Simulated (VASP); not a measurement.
Input of a VASP 6.6.1 run:

File INCAR:

```
PREC     = Accurate       # precision mode
ENCUT    = 520            # plane-wave cutoff, eV
EDIFF    = 1E-6           # SCF threshold, eV
ISMEAR   = 1              # smearing method
SIGMA    = 0.05           # smearing width, eV
LREAL    = F              # projectors in reciprocal space
LASPH    = T              # aspherical terms in the spheres
NELM     = 60             # most SCF steps
ALGO     = Normal         # electronic algorithm
ISIF     = 2              # what is computed and relaxed
LWAVE    = F              # write WAVECAR
LCHARG   = F              # write CHGCAR
GGA      = PS             # functional
NBANDS   = 35             # bands
```

File KPOINTS:

```
regular mesh
0
Gamma
  4 4 6
```

File POSCAR:

```
SnO2
1.0
    4.8207765195      0.0000000000      0.0000000000
    0.0000000000      4.8207765195      0.0000000000
    0.0000000000      0.0000000000      3.2421706162
Sn O
2 4
Direct
    0.0000000000      0.0000000000      0.0000000000
    0.5000000000      0.5000000000      0.5000000000
    0.3071000000      0.3071000000      0.0000000000
    0.1929000000      0.8071000000      0.5000000000
    0.6929000000      0.6929000000      0.0000000000
    0.8071000000      0.1929000000      0.5000000000
```

Potentials or basis: VASP PAW PBE potentials, release 64 (Sn_d, O).

Run with:

```sh
$ cat potpaw_PBE.64/Sn_d/POTCAR potpaw_PBE.64/O/POTCAR > POTCAR
$ mpirun -np 1 vasp_std > vasp.out
```

Predict the pressure.

-5.0 GPa.

What does it give for the band gap on the k mesh?

0.59 eV.

Estimate the largest force.

0.025 eV/Å.

Forces in eV/Å, atoms in the order of the input:
```
Sn   0.000  0.000  0.000
Sn   0.000  0.000  0.000
O   -0.018 -0.018  0.000
O    0.018 -0.018  0.000
O    0.018  0.018  0.000
O   -0.018  0.018  0.000
```

Caveat: the cell stands under tension; semilocal functionals underestimate gaps, and a narrow one can read as zero; the PAW data sets were made with another functional, which shifts forces and pressure a little; spin-orbit coupling is left out, which moves the levels of the heavy elements.
